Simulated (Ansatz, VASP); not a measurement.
## Two plane-wave programs on TiC

```
Ti C
1.0
     0.00000    2.22892    2.16400
     2.22892    0.00000    2.16400
     2.22892    2.22892    0.00000
Ti C
1 1
Direct
  0.00000 0.00000 0.00000
  0.50000 0.50000 0.50000
```

Change from the starting cell: strain +0.030 along x and y, +0.000 along z, atoms carried along.

Alike in both runs: task single point; functional PBEsol; k mesh 18 × 18 × 18; occupations gaussian, width 0.15 eV; no spin polarisation.

```csv
,VASP,Ansatz
version,VASP 6.6.1,Ansatz 0.2.0
potentials or method,"VASP PAW PBE potentials, release 64 (Ti_sv, C), cutoff 520 eV","scalar-relativistic, plane waves, PAW"
valence electrons in the cell,16,16
```

```tsv
	VASP	Ansatz	Ansatz less VASP
gap on the k mesh at the Fermi level (eV)	none	none	-
pressure (GPa)	-18.3	-18.5	-0.12
traceless stress, the component that is largest in VASP (GPa)	6.05	6.01	-0.046
```

VASP's potentials were made for PBE, not for PBEsol. A gap of «none» marks a metal or a gap that the smearing closes. With one functional, cell and mesh, what is left measures potentials, basis and numerics.
